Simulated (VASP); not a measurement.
# PtS2 (P-3m1) in VASP: settings compared

PtS2 is run at these levels: PBE, r2SCAN; tasks: single point.

Program: VASP 6.6.1. These are calculated values, not measurements. Logs are shortened: lines on timing, memory, paths and dates and some standing lists are left out, and cuts for length are marked.

## Step 1: The cell of the first run

The structure is trigonal, space group P-3m1 (No. 164). The conventional cell has a = 3.553 Å, b = 3.553 Å, c = 5.123 Å, α = 90.00°, β = 90.00°, γ = 120.00°. Pt (site symmetry -3m) has 6 S at 2.39 Å within 3.2 Å. Within 3.2 Å of S (site symmetry 3m) lie 3 Pt at 2.39 Å and 3 S at 3.20 Å.

## Step 2: Single point, PBE

INCAR

```
SYSTEM = PtS2
PREC = Accurate
ENCUT = 520
EDIFF = 1E-6
ISMEAR = 0
SIGMA = 0.01
LREAL = .False.
LASPH = .True.
NELM = 80
ALGO = Normal
ISIF = 2
LWAVE = .False.
LCHARG = .False.
GGA = PE
NBANDS = 18
```

KPOINTS

```
regular mesh
0
Gamma
  6 6 4
  0 0 0
```

POSCAR

```
PtS2
1.0
    3.5526415808      0.0000000000      0.0000000000
   -1.7763207904      3.0766778595      0.0000000000
    0.0000000000      0.0000000000      5.1227110462
Pt S
1 2
Direct
    0.0000000000      0.0000000000      0.0000000000
    0.3333333333      0.6666666667      0.2392599770
    0.6666666667      0.3333333333      0.7607400230
```

Potentials or basis: VASP PAW PBE potentials, release 64 (Pt, S).

On the command line:

```sh
> cat potpaw_PBE.64/Pt/POTCAR potpaw_PBE.64/S/POTCAR > POTCAR
> mpirun -np 1 vasp_std > vasp.out
```

OUTCAR:

```text
SYSTEM = PtS2
   PREC = Accurate
   ENCUT = 520
   EDIFF = 1E-6
   ISMEAR = 0
   LREAL = .False.
   LASPH = .True.
   NELM = 80
   ISIF = 2
   GGA = PE

 ion  position               nearest neighbor table
   1  0.000  0.000  0.000-   2 2.39   3 2.39   2 2.39   3 2.39   3 2.39   2 2.39
   2  0.333  0.667  0.239-   1 2.39   1 2.39   1 2.39
   3  0.667  0.333  0.761-   1 2.39   1 2.39   1 2.39

  LATTYP: Found a hexagonal cell.
 ALAT       =     3.5526415808
 C/A-ratio  =     1.4419442349

  Lattice vectors:

 A1 = (   3.5526415808,   0.0000000000,   0.0000000000)
 A2 = (  -1.7763207904,   3.0766778595,   0.0000000000)
 A3 = (   0.0000000000,   0.0000000000,   5.1227110462)

Analysis of symmetry for initial positions (statically):
=====================================================================
 Subroutine PRICEL returns:
 Original cell was already a primitive cell.

 Routine SETGRP: Setting up the symmetry group for a
 hexagonal supercell.

 Subroutine GETGRP returns: Found 12 space group operations
 (whereof 12 operations were pure point group operations)
 out of a pool of 24 trial point group operations.

The static configuration has the point symmetry D_3d.

Analysis of symmetry for dynamics (positions and initial velocities):
=====================================================================
 Subroutine PRICEL returns:
 Original cell was already a primitive cell.

 Routine SETGRP: Setting up the symmetry group for a
 hexagonal supercell.

 Subroutine GETGRP returns: Found 12 space group operations
 (whereof 12 operations were pure point group operations)
 out of a pool of 24 trial point group operations.

The dynamic configuration has the point symmetry D_3d.

 Subroutine INISYM returns: Found 12 space group operations
 (whereof 12 operations are pure point group operations),
 and found     1 'primitive' translations

----------------------------------------------------------------------------------------

                                     Primitive cell

  volume of cell :      55.9929

  direct lattice vectors                    reciprocal lattice vectors
     3.552641581  0.000000000  0.000000000     0.281480689  0.162512952  0.000000000
    -1.776320790  3.076677860  0.000000000     0.000000000  0.325025903  0.000000000
     0.000000000  0.000000000  5.122711046     0.000000000  0.000000000  0.195209137

  length of vectors
[... 81 lines left out ...]
   ENCUT  =  520.0 eV  38.22 Ry    6.18 a.u.   6.61  6.61  9.52*2*pi/ulx,y,z
   NELM   =     80;   NELMIN=  2; NELMDL= -5     # of ELM steps
   EDIFF  = 0.1E-05   stopping-criterion for ELM
   LREAL  =      F    real-space projection
   EDIFFG = 0.1E-04   stopping-criterion for IOM
   NSW    =      0    number of steps for IOM
   IBRION =     -1    ionic relax: 0-MD 1-quasi-New 2-CG
   NFREE  =      0    steps in history (QN), initial steepest desc. (CG)
   ISIF   =      2    stress and relaxation
   ISYM   =      2    0-nonsym 1-usesym 2-fastsym
   POTIM  = 0.5000    time-step for ionic-motion
   TEBEG  =    0.0;   TEEND  =   0.0 temperature during run
   PSTRESS=    0.0 pullay stress
   NELECT =      22.0000    total number of electrons
   NUPDOWN=      -1.0000    fix difference up-down
   EMIN   =  10.00;   EMAX   =-10.00  energy-range for DOS
   EFERMI =   0.00;   METHOD = LEGACY
   ISMEAR =     0;   SIGMA  =   0.01  broadening in eV -4-tet -1-fermi 0-gaus
   EFERMI_NEDOS =   21; number of points for ismear=-14 and -15
   IALGO  =     38    algorithm
   IMIX   =      4    mixing-type and parameters
     AMIX     =   0.40;   BMIX     =  1.00
     AMIX_MAG =   1.60;   BMIX_MAG =  1.00
  volume/ion in A,a.u.               =      18.66       125.95
  Fermi-wavevector in a.u.,A,eV,Ry     =   1.199052  2.265879 19.561441  1.437725
  Thomas-Fermi vector in A             =   2.334925
   LORBIT       =      0    0 simple, 1 ext, 2 COOP (PROOUT), +10 PAW based schemes
   GGA     = PE    functional components
   LHFCALC =     F    Hartree Fock is set to
   AEXX    =    0.0000 exact exchange contribution
   IVDW    =     0    specifies the selected vdW correction
   LEPSILON=     F    determine dielectric tensor
   LRPA    =     F    only Hartree local field effects (RPA)
 non-spin polarized calculation
 Gauss-broadening in eV      SIGMA  =   0.01
  energy-cutoff  :      520.00
  volume of cell :       55.99
 maximum number of plane-waves:      1536
 NGX is ok and might be reduce to    28
   NGX = 13   NGY = 13   NGZ = 19

 number of electron      21.9999996 magnetization

 Free energy of the ion-electron system (eV)
  ---------------------------------------------------
  ext. energy  EPLUGINS =         0.00000000
  ---------------------------------------------------
  free energy    TOTEN  =       -15.39450917 eV

  energy without entropy =      -15.39450917  energy(sigma->0) =      -15.39450917

 E-fermi :   6.5085     XC(G=0): -10.5243

 val. band max:        6.4199657918   @ k =   0.0000   0.0000   0.0000
 cond. band min:       7.2689590509   @ k =   0.0000   0.3333   0.2500
 fundamental gap:      0.8489932591
 Fermi energy:         6.5084834334

 k-point     1 :       0.0000    0.0000    0.0000
  band No.  band energies     occupation
      1      -8.6842      2.00000
      2      -5.8771      2.00000
      3      -0.3521      2.00000
      4      -0.0137      2.00000
      5      -0.0137      2.00000
      6       2.7268      2.00000
[... 481 lines left out ...]
      5       0.3711      2.00000
      6       2.1975      2.00000
[... 10 lines left out ...]
     17      14.4797      0.00000
     18      17.0937      0.00000

------------------------ aborting loop because EDIFF is reached ----------------------------------------

  FORCE on cell =-STRESS in cart. coord.  units (eV):
  Direction    XX          YY          ZZ          XY          YZ          ZX
  --------------------------------------------------------------------------------------
  -------------------------------------------------------------------------------------
  Total        1.2740222      1.2740222      0.8238218      0.0000000      0.0000000     -0.0000000
  in kB       36.4547657     36.4547657     23.5727685      0.0000000      0.0000000     -0.0000000
  external PRESSURE =      32.1607666 kB  Pullay stress =       0.0000000 kB

 VOLUME and BASIS-vectors are now :
 -----------------------------------------------------------------------------
  energy-cutoff  :      520.00
  volume of cell :       55.99
      direct lattice vectors                 reciprocal lattice vectors
     3.552641581  0.000000000  0.000000000     0.281480689  0.162512952  0.000000000
    -1.776320790  3.076677860  0.000000000     0.000000000  0.325025903  0.000000000
     0.000000000  0.000000000  5.122711046     0.000000000  0.000000000  0.195209137

 POSITION                                       TOTAL-FORCE (eV/Angst)
 -----------------------------------------------------------------------------------
      0.00000      0.00000      0.00000         0.000000      0.000000      0.000000
     -0.00000      2.05112      1.22566         0.000000      0.000000      0.026190
      1.77632      1.02556      3.89705        -0.000000      0.000000     -0.026190
 -----------------------------------------------------------------------------------
    total drift:                                0.000000     -0.000000      0.000000

  FREE ENERGIE OF THE ION-ELECTRON SYSTEM (eV)
  ---------------------------------------------------
  free  energy   TOTEN  =       -15.3945091669 eV

  energy  without entropy=      -15.3945091669  energy(sigma->0) =      -15.39450917
```

Run time: 30 s. Hardware: 1 thread of Intel Xeon 8259CL, shared host; peak memory 0.19 GiB.

Results:

| Item | Value |
| --- | --- |
| Free energy | -15.3945 eV |
| Pressure | 3.2 GPa |
| Largest force | 0.026 eV/Å |
| Band gap on the k mesh | 0.85 eV, indirect (least direct gap 1.42 eV) |

Forces on the atoms (eV/Å):
```
Pt   0.000  0.000  0.000
S    0.000  0.000  0.026
S    0.000  0.000 -0.026
```

Stress tensor (GPa, compression positive):
```
3.65 0.00 0.00
0.00 3.65 0.00
0.00 0.00 2.36
```

Levels at points of the mesh, in eV from the valence-band top:
```tsv
k point	band 7	band 8	band 9	band 10	band 11	band 12	band 13	band 14	band 15	band 16
(0.00, 0.00, 0.00)	-3.69	-1.95	-1.01	-1.01	0.00	2.14	2.14	4.79	5.45	8.10
(0.50, 0.00, 0.00)	-3.12	-3.07	-2.99	-2.90	-2.38	1.58	2.59	5.46	6.49	8.22
(0.00, 0.00, 0.50)	-3.71	-2.55	-1.24	-1.24	-1.08	2.66	2.66	5.59	7.10	7.80
(0.50, 0.00, 0.50)	-3.06	-3.00	-2.68	-2.63	-1.40	1.78	2.25	5.10	5.51	7.66
```

Caveat: spin-orbit coupling is left out, which moves the levels of the heavy elements. A k mesh can miss the band edges.

## Step 3: Single point, r2SCAN

POSCAR is that of step 2.

INCAR.step1

```
SYSTEM = PtS2
PREC = Accurate
ENCUT = 520
ISMEAR = 0
SIGMA = 0.01
LREAL = .False.
LASPH = .True.
NELM = 100
NBANDS = 18
GGA = PE
ALGO = Normal
EDIFF = 1E-4
LWAVE = .True.
LCHARG = .False.
```

INCAR.step2

```
SYSTEM = PtS2
PREC = Accurate
ENCUT = 520
EDIFF = 1E-6
ISMEAR = 0
SIGMA = 0.01
LREAL = .False.
LASPH = .True.
NELM = 100
ALGO = Normal
ISIF = 2
LWAVE = .False.
LCHARG = .False.
METAGGA = R2SCAN
LMIXTAU = .True.
NBANDS = 18
ISTART = 1
```

KPOINTS

```
Automatic mesh
0
Gamma
  6 6 4
  0 0 0
```

Potentials or basis: VASP PAW PBE potentials, release 64 (Pt, S).

On the command line:

```sh
> cat potpaw_PBE.64/Pt/POTCAR potpaw_PBE.64/S/POTCAR > POTCAR
> cp INCAR.step1 INCAR
> mpirun -np 1 vasp_std > vasp.out
> cp INCAR.step2 INCAR
> mpirun -np 1 vasp_std > vasp.out
```

OUTCAR:

```text
SYSTEM = PtS2
   PREC = Accurate
   ENCUT = 520
   EDIFF = 1E-6
   ISMEAR = 0
   LREAL = .False.
   LASPH = .True.
   NELM = 100
   ISIF = 2
   METAGGA = R2SCAN
   ISTART = 1

 ion  position               nearest neighbor table
   1  0.000  0.000  0.000-   2 2.39   3 2.39   2 2.39   3 2.39   3 2.39   2 2.39
   2  0.333  0.667  0.239-   1 2.39   1 2.39   1 2.39
   3  0.667  0.333  0.761-   1 2.39   1 2.39   1 2.39

  LATTYP: Found a hexagonal cell.
 ALAT       =     3.5526415808
 C/A-ratio  =     1.4419442349

  Lattice vectors:

 A1 = (   3.5526415808,   0.0000000000,   0.0000000000)
 A2 = (  -1.7763207904,   3.0766778595,   0.0000000000)
 A3 = (   0.0000000000,   0.0000000000,   5.1227110462)

Analysis of symmetry for initial positions (statically):
=====================================================================
 Subroutine PRICEL returns:
 Original cell was already a primitive cell.

 Routine SETGRP: Setting up the symmetry group for a
 hexagonal supercell.

 Subroutine GETGRP returns: Found 12 space group operations
 (whereof 12 operations were pure point group operations)
 out of a pool of 24 trial point group operations.

The static configuration has the point symmetry D_3d.

Analysis of symmetry for dynamics (positions and initial velocities):
=====================================================================
 Subroutine PRICEL returns:
 Original cell was already a primitive cell.

 Routine SETGRP: Setting up the symmetry group for a
 hexagonal supercell.

 Subroutine GETGRP returns: Found 12 space group operations
 (whereof 12 operations were pure point group operations)
 out of a pool of 24 trial point group operations.

The dynamic configuration has the point symmetry D_3d.

 Subroutine INISYM returns: Found 12 space group operations
 (whereof 12 operations are pure point group operations),
 and found     1 'primitive' translations
[... 112 lines left out ...]
   EFERMI_NEDOS =   21; number of points for ismear=-14 and -15
   IALGO  =     38    algorithm
   IMIX   =      4    mixing-type and parameters
     AMIX     =   0.40;   BMIX     =  1.00
     AMIX_MAG =   1.60;   BMIX_MAG =  1.00
  volume/ion in A,a.u.               =      18.66       125.95
  Fermi-wavevector in a.u.,A,eV,Ry     =   1.199052  2.265879 19.561441  1.437725
  Thomas-Fermi vector in A             =   2.334925
   LORBIT       =      0    0 simple, 1 ext, 2 COOP (PROOUT), +10 PAW based schemes
   METAGGA = R2SCAN    functional components
   LHFCALC =     F    Hartree Fock is set to
   AEXX    =    0.0000 exact exchange contribution
   IVDW    =     0    specifies the selected vdW correction
   LEPSILON=     F    determine dielectric tensor
   LRPA    =     F    only Hartree local field effects (RPA)
 non-spin polarized calculation
 Gauss-broadening in eV      SIGMA  =   0.01
  energy-cutoff  :      520.00
  volume of cell :       55.99
 maximum number of plane-waves:      1536
 NGX is ok and might be reduce to    28
   NGX = 13   NGY = 13   NGZ = 19

 number of electron      21.9999996 magnetization

 Free energy of the ion-electron system (eV)
  ---------------------------------------------------
  ext. energy  EPLUGINS =         0.00000000
  ---------------------------------------------------
  free energy    TOTEN  =       -68.84939105 eV

  energy without entropy =      -68.84939105  energy(sigma->0) =      -68.84939105

 E-fermi :   6.2862     XC(G=0): -11.2137

 val. band max:        6.2177460394   @ k =   0.0000   0.0000   0.0000
 cond. band min:       7.2017957380   @ k =   0.0000   0.3333   0.2500
 fundamental gap:      0.9840496986
 Fermi energy:         6.2861719000

 k-point     1 :       0.0000    0.0000    0.0000
  band No.  band energies     occupation
      1      -9.5486      2.00000
      2      -6.6375      2.00000
      3      -0.8225      2.00000
      4      -0.4827      2.00000
      5      -0.4827      2.00000
      6       2.3175      2.00000
[... 481 lines left out ...]
      5      -0.0749      2.00000
      6       1.8339      2.00000
[... 10 lines left out ...]
     17      14.7259      0.00000
     18      17.4997      0.00000

------------------------ aborting loop because EDIFF is reached ----------------------------------------

  FORCE on cell =-STRESS in cart. coord.  units (eV):
  Direction    XX          YY          ZZ          XY          YZ          ZX
  --------------------------------------------------------------------------------------
  -------------------------------------------------------------------------------------
  Total        0.4252585      0.4252585      0.4533803      0.0000000      0.0000000      0.0000000
  in kB       12.1683119     12.1683119     12.9729848      0.0000000      0.0000000      0.0000000
  external PRESSURE =      12.4365362 kB  Pullay stress =       0.0000000 kB

 VOLUME and BASIS-vectors are now :
 -----------------------------------------------------------------------------
  energy-cutoff  :      520.00
  volume of cell :       55.99
      direct lattice vectors                 reciprocal lattice vectors
     3.552641581  0.000000000  0.000000000     0.281480689  0.162512952  0.000000000
    -1.776320790  3.076677860  0.000000000     0.000000000  0.325025903  0.000000000
     0.000000000  0.000000000  5.122711046     0.000000000  0.000000000  0.195209137

 POSITION                                       TOTAL-FORCE (eV/Angst)
 -----------------------------------------------------------------------------------
      0.00000      0.00000      0.00000        -0.000000      0.000000      0.000000
     -0.00000      2.05112      1.22566         0.000000     -0.000000     -0.048500
      1.77632      1.02556      3.89705        -0.000000      0.000000      0.048500
 -----------------------------------------------------------------------------------
    total drift:                                0.000000     -0.000000      0.000000

  FREE ENERGIE OF THE ION-ELECTRON SYSTEM (eV)
  ---------------------------------------------------
  free  energy   TOTEN  =       -68.8493910488 eV

  energy  without entropy=      -68.8493910488  energy(sigma->0) =      -68.84939105
```

OUTCAR.step1:

```text
SYSTEM = PtS2
   PREC = Accurate
   ENCUT = 520
   ISMEAR = 0
   LREAL = .False.
   LASPH = .True.
   NELM = 100
[... 726 lines left out ...]
      0.00000      0.00000      0.00000         0.000000     -0.000000      0.000000
     -0.00000      2.05112      1.22566         0.000000      0.000000      0.026482
      1.77632      1.02556      3.89705        -0.000000     -0.000000     -0.026482
 -----------------------------------------------------------------------------------
    total drift:                                0.000000     -0.000000      0.000000

  FREE ENERGIE OF THE ION-ELECTRON SYSTEM (eV)
  ---------------------------------------------------
  free  energy   TOTEN  =       -15.3945042553 eV

  energy  without entropy=      -15.3945042553  energy(sigma->0) =      -15.39450426
```

OSZICAR.step1:

```text
N       E                     dE             d eps       ncg     rms          rms(c)
DAV:   1     0.112465737549E+03    0.11247E+03   -0.10571E+04   880   0.109E+03
DAV:   2    -0.110895294521E+02   -0.12356E+03   -0.11946E+03  1070   0.220E+02
DAV:   3    -0.166847030654E+02   -0.55952E+01   -0.55563E+01  1110   0.470E+01
DAV:   4    -0.167427151312E+02   -0.58012E-01   -0.57982E-01  1136   0.531E+00
DAV:   5    -0.167436668483E+02   -0.95172E-03   -0.95159E-03  1128   0.659E-01    0.179E+01
DAV:   6    -0.156610127830E+02    0.10827E+01   -0.61591E+00   906   0.240E+01    0.119E+01
DAV:   7    -0.154126199485E+02    0.24839E+00   -0.12093E+00   900   0.109E+01    0.583E+00
DAV:   8    -0.153974693684E+02    0.15151E-01   -0.63260E-02   964   0.173E+00    0.119E+00
DAV:   9    -0.153942389852E+02    0.32304E-02   -0.89812E-03  1040   0.968E-01    0.223E-01
DAV:  10    -0.153944551258E+02   -0.21614E-03   -0.14290E-03  1084   0.239E-01    0.909E-02
DAV:  11    -0.153945042553E+02   -0.49130E-04   -0.58045E-05   722   0.636E-02
   1 F= -.15394504E+02 E0= -.15394504E+02  d E =-.110675E-37
```

It took 2.8 min on 1 thread of Intel Xeon 8259CL, shared host; peak memory 0.19 GiB.

What came out:

```yaml
Free_energy: -68.8494 eV
Pressure: 1.2 GPa
Largest_force: 0.049 eV/Å
Band_gap_on_the_k_mesh: 0.98 eV, indirect (least direct gap 1.59 eV)
```

Forces on the atoms (eV/Å):
```
Pt   0.000  0.000  0.000
S    0.000  0.000 -0.049
S    0.000  0.000  0.049
```

Levels at points of the mesh, in eV from the valence-band top:
| k point | band 8 | band 9 | band 10 | band 11 | band 12 | band 13 | band 14 | band 15 |
| --- | --- | --- | --- | --- | --- | --- | --- | --- |
| (0.00, 0.00, 0.00) | -2.08 | -1.07 | -1.07 | 0.00 | 2.29 | 2.29 | 5.22 | 6.04 |
| (0.50, 0.00, 0.00) | -3.21 | -3.20 | -3.08 | -2.48 | 1.73 | 2.75 | 5.81 | 6.98 |
| (0.00, 0.00, 0.50) | -2.63 | -1.31 | -1.31 | -1.11 | 2.82 | 2.82 | 6.05 | 7.64 |
| (0.50, 0.00, 0.50) | -3.22 | -2.80 | -2.80 | -1.46 | 1.91 | 2.42 | 5.48 | 5.92 |

Caveat: the PAW data sets were made with another functional, which shifts forces and pressure a little; spin-orbit coupling is left out, which moves the levels of the heavy elements. A k mesh can miss the band edges.
